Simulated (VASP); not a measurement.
TiO2: single point with LDA

TiO2:

```xyz
3
Lattice="1.5097 0.8716 7.0392 -1.5097 0.8716 7.0392 0.0000 -1.7433 7.0392" Properties=species:S:1:pos:R:3 pbc="T T T"
Ti    0.0000    0.0000    0.0000
O     0.0000    0.0000   13.1029
O     0.0000    0.0000    8.0148
```

| Property | Result |
| --- | --- |
| Program | VASP 6.6.1 |
| Task | single point |
| Functional | LDA |
| Potentials or basis | VASP PAW LDA potentials, release 64 (Ti_sv, O) |
| Cutoff | 520 eV |
| k mesh | 8 × 8 × 8 |
| Occupations | gaussian, width 0.01 eV |
| Spin | no spin polarisation |

| Property | Result |
| --- | --- |
| Pressure | -9.6 GPa |
| Largest force | 1.074 eV/Å |
| Band gap on the k mesh | 2.53 eV, indirect (least direct gap 2.71 eV) |

Forces in eV/Å, atoms in the order of the input:
```
Ti   0.000  0.000  0.000
O    0.000  0.000  1.074
O    0.000  0.000 -1.074
```

Stress tensor (GPa, compression positive):
```
-11.26   0.00   0.00
  0.00 -11.26   0.00
  0.00   0.00  -6.21
```

Levels at points of the mesh, in eV from the valence-band top:
| k point | band 10 | band 11 | band 12 | band 13 | band 14 | band 15 |
| --- | --- | --- | --- | --- | --- | --- |
| (0.00, 0.00, 0.00) | -0.58 | -0.17 | -0.17 | 2.53 | 2.53 | 4.18 |
| (0.50, 0.00, 0.00) | -1.63 | -1.19 | -0.62 | 2.78 | 3.53 | 3.61 |
| (0.50, 0.50, 0.00) | -1.63 | -1.19 | -0.61 | 2.78 | 3.53 | 3.61 |
| (0.50, 0.50, 0.50) | -0.64 | -0.17 | -0.17 | 2.53 | 2.53 | 4.19 |

Wall time 5.2 min on 1 thread of Intel(R) Xeon(R) Platinum 8259CL CPU @ 2.50GHz (Skylake/Cascade Lake), on a shared host, peak memory 0.34 GiB.

Caveat: forces of over 1 eV/Å act on the atoms, so gaps and moduli don't describe the material at rest. A k mesh can miss the band edges.
